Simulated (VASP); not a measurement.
# AgO (F-43m) in VASP: further runs

The runs below take AgO through single point, with LDA.

All numbers are computed with VASP 6.6.1; they aren't measurements. Logs are shortened: lines on timing, memory, paths and dates and some standing lists are left out, and cuts for length are marked.

## 1. The cell of the first run

It takes space group F-43m (No. 216, cubic). Conventional cell: a = 4.816 Å, b = 4.816 Å, c = 4.816 Å, α = 90.00°, β = 90.00°, γ = 90.00°. Within 2.8 Å of Ag (site symmetry -43m) lie 4 O at 2.09 Å. Within 2.8 Å of O (site symmetry -43m) lie 4 Ag at 2.09 Å.

## 2. Single point, LDA

INCAR

```
SYSTEM = AgO
PREC = Accurate
ENCUT = 520
EDIFF = 1E-6
ISMEAR = -1
SIGMA = 0.05
LREAL = .False.
LASPH = .True.
NELM = 80
ALGO = Normal
ISIF = 2
LWAVE = .False.
LCHARG = .False.
NBANDS = 16
```

KPOINTS

```
Automatic mesh
0
Gamma
  3 3 3
  0 0 0
```

POSCAR

```
AgO
1.0
    3.4054260000      0.0000000000      0.0000000000
    1.7027130000      2.9491854267      0.0000000000
    1.7027130000      0.9830618089      2.7805186856
Ag O
1 1
Direct
    0.0000000000      0.0000000000      0.0000000000
    0.2500000000      0.2500000000      0.2500000000
```

Potentials or basis: VASP PAW LDA potentials, release 64 (Ag, O).

Launch:

```bash
> cat potpaw_LDA.64/Ag/POTCAR potpaw_LDA.64/O/POTCAR > POTCAR
> mpirun -np 1 vasp_std > vasp.out
```

OUTCAR:

```text
SYSTEM = AgO
   PREC = Accurate
   ENCUT = 520
   EDIFF = 1E-6
   ISMEAR = -1
   LREAL = .False.
   LASPH = .True.
   NELM = 80
   ISIF = 2

 ion  position               nearest neighbor table
   1  0.000  0.000  0.000-   2 2.09   2 2.09   2 2.09   2 2.09
   2  0.250  0.250  0.250-   1 2.09   1 2.09   1 2.09   1 2.09

  LATTYP: Found a face centered cubic cell.
 ALAT       =     4.8159996348

  Lattice vectors:

 A1 = (   3.4054260000,   0.0000000000,   0.0000000000)
 A2 = (   1.7027130000,   2.9491854267,   0.0000000000)
 A3 = (   1.7027130000,   0.9830618089,   2.7805186856)

Analysis of symmetry for initial positions (statically):
=====================================================================
 Subroutine PRICEL returns:
 Original cell was already a primitive cell.

 Routine SETGRP: Setting up the symmetry group for a
 face centered cubic supercell.

 Subroutine GETGRP returns: Found 24 space group operations
 (whereof 24 operations were pure point group operations)
 out of a pool of 48 trial point group operations.

The static configuration has the point symmetry T_d .

Analysis of symmetry for dynamics (positions and initial velocities):
=====================================================================
 Subroutine PRICEL returns:
 Original cell was already a primitive cell.

 Routine SETGRP: Setting up the symmetry group for a
 face centered cubic supercell.

 Subroutine GETGRP returns: Found 24 space group operations
 (whereof 24 operations were pure point group operations)
 out of a pool of 48 trial point group operations.

The dynamic configuration has the point symmetry T_d .

 Subroutine INISYM returns: Found 24 space group operations
 (whereof 24 operations are pure point group operations),
 and found     1 'primitive' translations

----------------------------------------------------------------------------------------

                                     Primitive cell

  volume of cell :      27.9254

  direct lattice vectors                    reciprocal lattice vectors
     3.405426000  0.000000000  0.000000000     0.293649018 -0.169538339 -0.119881710
     1.702713000  2.949185427  0.000000000     0.000000000  0.339076679 -0.119881710
     1.702713000  0.983061809  2.780518686     0.000000000  0.000000000  0.359645129

  length of vectors
     3.405426000  3.405426000  3.405426000     0.359645129  0.359645129  0.359645129

  position of ions in fractional coordinates (direct lattice)
     0.000000000  0.000000000  0.000000000
     0.250000000  0.250000000  0.250000000

  ion indices of the primitive-cell ions
   primitive index   ion index
                 1           1
                 2           2

----------------------------------------------------------------------------------------

 KPOINTS: Automatic mesh

Automatic generation of k-mesh.
 Grid dimensions read from file:
 generate k-points for:    3    3    3

 Generating k-lattice:

  Cartesian coordinates                     Fractional coordinates (reciprocal lattice)
     0.097883006 -0.056512780 -0.039960570     0.333333333  0.000000000  0.000000000
     0.000000000  0.113025560 -0.039960570     0.000000000  0.333333333  0.000000000
     0.000000000  0.000000000  0.119881710     0.000000000  0.000000000  0.333333333

  Length of vectors
     0.119881710  0.119881710  0.119881710

  Shift w.r.t. Gamma in fractional coordinates (k-lattice)
     0.000000000  0.000000000  0.000000000

 Subroutine IBZKPT returns following result:
 ===========================================

 Found      4 irreducible k-points:

 Following reciprocal coordinates:
            Coordinates               Weight
  0.000000  0.000000  0.000000      1.000000
  0.333333  0.000000 -0.000000      8.000000
  0.333333  0.333333  0.000000      6.000000
 -0.333333  0.333333 -0.000000     12.000000
   k-points           NKPTS =      4   k-points in BZ     NKDIM =      4   number of bands    NBANDS=     16
   number of dos      NEDOS =    301   number of ions     NIONS =      2
   total plane-waves  NPLWV =  21952
   dimension x,y,z NGX =    28 NGY =   28 NGZ =   28
   dimension x,y,z NGXF=    56 NGYF=   56 NGZF=   56
   ions per type =               1   1
   NGX,Y,Z   is equivalent  to a cutoff of  13.67, 13.67, 13.67 a.u.
   NGXF,Y,Z  is equivalent  to a cutoff of  27.34, 27.34, 27.34 a.u.
 SYSTEM =  AgO
   PREC   = accura    normal or accurate (medium, high low for compatibility)
   ISTART =      0    job   : 0-new  1-cont  2-samecut
   ICHARG =      2    charge: 1-file 2-atom 10-const
   ISPIN  =      1    spin polarized calculation?
   LNONCOLLINEAR =      F non collinear calculations
   LSORBIT =      F    spin-orbit coupling
   LASPH  =      T    aspherical Exc in radial PAW
   ENCUT  =  520.0 eV  38.22 Ry    6.18 a.u.   6.33  6.33  6.33*2*pi/ulx,y,z
   NELM   =     80;   NELMIN=  2; NELMDL= -5     # of ELM steps
   EDIFF  = 0.1E-05   stopping-criterion for ELM
   LREAL  =      F    real-space projection
   EDIFFG = 0.1E-04   stopping-criterion for IOM
   NSW    =      0    number of steps for IOM
   IBRION =     -1    ionic relax: 0-MD 1-quasi-New 2-CG
   NFREE  =      0    steps in history (QN), initial steepest desc. (CG)
   ISIF   =      2    stress and relaxation
   ISYM   =      2    0-nonsym 1-usesym 2-fastsym
   POTIM  = 0.5000    time-step for ionic-motion
   TEBEG  =    0.0;   TEEND  =   0.0 temperature during run
   PSTRESS=    0.0 pullay stress
   NELECT =      17.0000    total number of electrons
   NUPDOWN=      -1.0000    fix difference up-down
   EMIN   =  10.00;   EMAX   =-10.00  energy-range for DOS
   EFERMI =   0.00;   METHOD = LEGACY
   ISMEAR =    -1;   SIGMA  =   0.05  broadening in eV -4-tet -1-fermi 0-gaus
   EFERMI_NEDOS =   21; number of points for ismear=-14 and -15
   IALGO  =     38    algorithm
   IMIX   =      4    mixing-type and parameters
     AMIX     =   0.40;   BMIX     =  1.00
     AMIX_MAG =   1.60;   BMIX_MAG =  1.00
  volume/ion in A,a.u.               =      13.96        94.22
  Fermi-wavevector in a.u.,A,eV,Ry     =   1.387473  2.621945 26.192340  1.925083
  Thomas-Fermi vector in A             =   2.511691
   LORBIT       =      0    0 simple, 1 ext, 2 COOP (PROOUT), +10 PAW based schemes
   GGA     = CA    functional components
   LHFCALC =     F    Hartree Fock is set to
   AEXX    =    0.0000 exact exchange contribution
   IVDW    =     0    specifies the selected vdW correction
   LEPSILON=     F    determine dielectric tensor
   LRPA    =     F    only Hartree local field effects (RPA)
 non-spin polarized calculation
  energy-cutoff  :      520.00
  volume of cell :       27.93
 maximum number of plane-waves:       757
 NGX is ok and might be reduce to    28
   NGX = 13   NGY = 13   NGZ = 13

 number of electron      16.9999997 magnetization

 Free energy of the ion-electron system (eV)
  ---------------------------------------------------
  ext. energy  EPLUGINS =         0.00000000
  ---------------------------------------------------
  free energy    TOTEN  =        -8.99206743 eV

  energy without entropy =       -8.95341962  energy(sigma->0) =       -8.97274353

 E-fermi :   4.8874     XC(G=0): -11.5480

 val. band max:        4.8521938400   @ k =   0.0000   0.0000   0.0000
 cond. band min:       4.9292925097   @ k =   0.3333   0.0000  -0.0000
 fundamental gap:      0.0770986697
 Fermi energy:         4.8873874712

 k-point     1 :       0.0000    0.0000    0.0000
  band No.  band energies     occupation
      1     -13.5126      2.00000
      2      -1.4285      2.00000
      3      -1.4285      2.00000
      4      -1.4285      2.00000
      5       1.4027      2.00000
      6       1.4027      2.00000
      7       4.8522      1.33809
      8       5.5748      0.00000
      9       5.5748      0.00000
     10       5.5748      0.00000
     11      18.6135      0.00000
     12      18.6135      0.00000
     13      18.6135      0.00000
     14      23.3650      0.00000
     15      24.2380      0.00000
     16      24.2380      0.00000

 k-point     2 :       0.3333    0.0000   -0.0000
  band No.  band energies     occupation
      1     -13.2215      2.00000
      2      -1.2123      2.00000
      3      -1.0889      2.00000
      4      -1.0889      2.00000
      5       1.4565      2.00000
      6       1.4565      2.00000
      7       2.9013      2.00000
      8       4.9293      0.60387
      9       4.9293      0.60387
     10       8.3281      0.00000
     11      13.2851      0.00000
     12      18.7571      0.00000
     13      18.7571      0.00000
     14      21.3299      0.00000
     15      24.0207      0.00000
     16      24.0207      0.00000

 k-point     3 :       0.3333    0.3333    0.0000
  band No.  band energies     occupation
      1     -13.1307      2.00000
      2      -1.7327      2.00000
      3      -0.5253      2.00000
      4      -0.5253      2.00000
      5       0.9834      2.00000
      6       1.6825      2.00000
      7       3.7153      2.00000
      8       3.9739      2.00000
      9       3.9739      2.00000
     10       8.8311      0.00000
     11      15.3973      0.00000
     12      16.6704      0.00000
     13      17.9647      0.00000
     14      17.9647      0.00000
     15      25.9760      0.00000
     16      26.9004      0.00000

 k-point     4 :      -0.3333    0.3333   -0.0000
  band No.  band energies     occupation
      1     -13.0415      2.00000
      2      -1.2344      2.00000
      3      -0.5277      2.00000
      4       0.0457      2.00000
      5       0.9960      2.00000
      6       1.4541      2.00000
      7       2.3733      2.00000
      8       3.1718      2.00000
      9       4.1609      2.00000
     10      11.9698      0.00000
     11      12.9292      0.00000
     12      14.1173      0.00000
     13      18.3493      0.00000
     14      20.8916      0.00000
     15      26.6038      0.00000
     16      26.6932      0.00000

------------------------ aborting loop because EDIFF is reached ----------------------------------------

  FORCE on cell =-STRESS in cart. coord.  units (eV):
  Direction    XX          YY          ZZ          XY          YZ          ZX
  --------------------------------------------------------------------------------------
  -------------------------------------------------------------------------------------
  Total        1.0635252      1.0635252      1.0635252     -0.0000000     -0.0000000      0.0000000
  in kB       61.0181479     61.0181479     61.0181479     -0.0000000     -0.0000000      0.0000000
  external PRESSURE =      61.0181479 kB  Pullay stress =       0.0000000 kB

 VOLUME and BASIS-vectors are now :
 -----------------------------------------------------------------------------
  energy-cutoff  :      520.00
  volume of cell :       27.93
      direct lattice vectors                 reciprocal lattice vectors
     3.405426000  0.000000000  0.000000000     0.293649018 -0.169538339 -0.119881710
     1.702713000  2.949185427  0.000000000     0.000000000  0.339076679 -0.119881710
     1.702713000  0.983061809  2.780518686     0.000000000  0.000000000  0.359645129

 POSITION                                       TOTAL-FORCE (eV/Angst)
 -----------------------------------------------------------------------------------
      0.00000      0.00000      0.00000        -0.000000     -0.000000      0.000000
      1.70271      0.98306      0.69513         0.000000      0.000000     -0.000000
 -----------------------------------------------------------------------------------
    total drift:                                0.000000      0.000000     -0.000000

  FREE ENERGIE OF THE ION-ELECTRON SYSTEM (eV)
  ---------------------------------------------------
  free  energy   TOTEN  =        -8.9920674342 eV

  energy  without entropy=       -8.9534196201  energy(sigma->0) =       -8.97274353
```

It took 3.7 s on 1 thread of Intel Xeon Platinum 8559C (Emerald Rapids), shared host; peak memory 0.14 GiB.

Results:

```
Free energy : -8.9921 eV
Pressure    : 6.1 GPa
```

Caveat: the k points lie up to 0.75 Å⁻¹ apart; an odd number of electrons without spin polarisation forces a metal; a magnetic or distorted state may lie lower.

## 3. Single point, LDA

INCAR

```
  ALGO = Normal
  EDIFF = 1E-7
  ENCUT = 520
  ISIF = 2
  ISMEAR = -1
  LASPH = T
  LCHARG = F
  LREAL = F
  LWAVE = F
  NBANDS = 16
  NELM = 100
  PREC = Accurate
  SIGMA = 0.05
```

KPOINTS

```
k-points
0
Gamma
  4 4 4
```

POSCAR is that of step 2.

Potentials or basis: VASP PAW LDA potentials, release 64 (Ag, O).

Launch:

```bash
> cat potpaw_LDA.64/Ag/POTCAR potpaw_LDA.64/O/POTCAR > POTCAR
> mpirun -np 1 vasp_std > vasp.out
```

Wall time 5.1 s (1 thread of Intel Xeon Platinum 8559C (Emerald Rapids), shared host); peak memory 0.13 GiB.

The run converged. Its results:

```
Free energy : -9.0157 eV
Pressure    : 5.8 GPa
```

Levels at points of the mesh, in eV from the Fermi level:
```tsv
k point	band 7	band 8	band 9	band 10	band 11	band 12
(0.00, 0.00, 0.00)	0.14	0.88	0.88	0.88	13.90	13.90
(0.50, 0.00, 0.00)	-2.88	-0.09	-0.09	5.34	6.85	13.84
(0.50, 0.50, 0.00)	-1.92	-1.49	-1.49	5.96	8.99	11.39
```

Caveat: the k points lie up to 0.56 Å⁻¹ apart; an odd number of electrons without spin polarisation forces a metal; a magnetic or distorted state may lie lower.

## 4. Single point, LDA

INCAR

```
ALGO = Normal ; EDIFF = 1E-7
ENCUT = 520 ; ISIF = 2
ISMEAR = -1 ; LASPH = T
LCHARG = F ; LREAL = F
LWAVE = F ; NBANDS = 16
NELM = 60 ; PREC = Accurate
SIGMA = 0.05
```

KPOINTS

```
k-points
0
Gamma
  6 6 6
```

POSCAR is that of step 3.

Launch:

```bash
> cat potpaw_LDA.64/Ag/POTCAR potpaw_LDA.64/O/POTCAR > POTCAR
> mpirun -np 1 vasp_std > vasp.out
```

Wall time 8.9 s (1 thread of Intel Xeon Platinum 8559C (Emerald Rapids), shared host); peak memory 0.14 GiB.

Results (log left out):

```
Free energy : -8.9753 eV
Pressure    : 5.8 GPa
```

Levels at points of the mesh, in eV from the Fermi level:
| k point | band 5 | band 6 | band 7 | band 8 | band 9 | band 10 | band 11 | band 12 | band 13 | band 14 |
| --- | --- | --- | --- | --- | --- | --- | --- | --- | --- | --- |
| (0.00, 0.00, 0.00) | -3.29 | -3.29 | 0.17 | 0.90 | 0.90 | 0.90 | 13.93 | 13.93 | 13.93 | 18.68 |
| (0.50, 0.00, 0.00) | -3.09 | -3.09 | -2.87 | -0.06 | -0.06 | 5.37 | 6.88 | 13.87 | 13.87 | 16.16 |
| (0.50, 0.50, 0.00) | -3.49 | -2.91 | -1.90 | -1.47 | -1.47 | 5.98 | 9.02 | 11.42 | 13.46 | 13.46 |

Caveat: the k points lie up to 0.38 Å⁻¹ apart; an odd number of electrons without spin polarisation forces a metal; a magnetic or distorted state may lie lower.

## 5. Single point, LDA

INCAR

```
PREC = Accurate
ENCUT = 520
EDIFF = 1E-7
ISMEAR = -1
SIGMA = 0.05
LREAL = False
LASPH = True
NELM = 80
ALGO = Normal
ISIF = 2
LWAVE = False
LCHARG = False
GGA = CA
NBANDS = 16
```

KPOINTS

```
regular mesh
0
Gamma
  8 8 8
```

POSCAR is that of step 4.

Launch:

```bash
> cat potpaw_LDA.64/Ag/POTCAR potpaw_LDA.64/O/POTCAR > POTCAR
> mpirun -np 1 vasp_std > vasp.out
```

Run time: 16 s. Hardware: 1 thread of Intel Xeon Platinum 8559C (Emerald Rapids), shared host; peak memory 0.14 GiB.

It converged, with:

| Quantity | Value |
| --- | --- |
| Free energy | -8.9892 eV |
| Pressure | 5.8 GPa |

Levels at points of the mesh, in eV from the Fermi level:
| k point | band 5 | band 6 | band 7 | band 8 | band 9 | band 10 | band 11 | band 12 | band 13 | band 14 |
| --- | --- | --- | --- | --- | --- | --- | --- | --- | --- | --- |
| (0.00, 0.00, 0.00) | -3.28 | -3.28 | 0.18 | 0.91 | 0.91 | 0.91 | 13.94 | 13.94 | 13.94 | 18.69 |
| (0.50, 0.00, 0.00) | -3.08 | -3.08 | -2.86 | -0.05 | -0.05 | 5.38 | 6.89 | 13.88 | 13.88 | 16.17 |
| (0.50, 0.50, 0.00) | -3.48 | -2.90 | -1.89 | -1.46 | -1.46 | 5.99 | 9.03 | 11.43 | 13.47 | 13.47 |

Caveat: an odd number of electrons without spin polarisation forces a metal; a magnetic or distorted state may lie lower.

## 6. Overview

```tsv
k mesh	gap on the mesh (eV)	pressure (GPa)
3 × 3 × 3	none	6.1
4 × 4 × 4	none	5.8
6 × 6 × 6	none	5.8
8 × 8 × 8	none	5.8
```

Alike in all rows: task single point; level LDA; potentials or basis VASP PAW LDA potentials, release 64 (Ag, O); no spin polarisation; cell as given; cutoff (eV) 520; smearing fermi-dirac 0.05 eV.

Caveats: some runs use coarse meshes; an odd number of electrons without spin polarisation forces a metal; a magnetic or distorted state may lie lower.

Absolute energies hang on the potentials; compare differences alone.
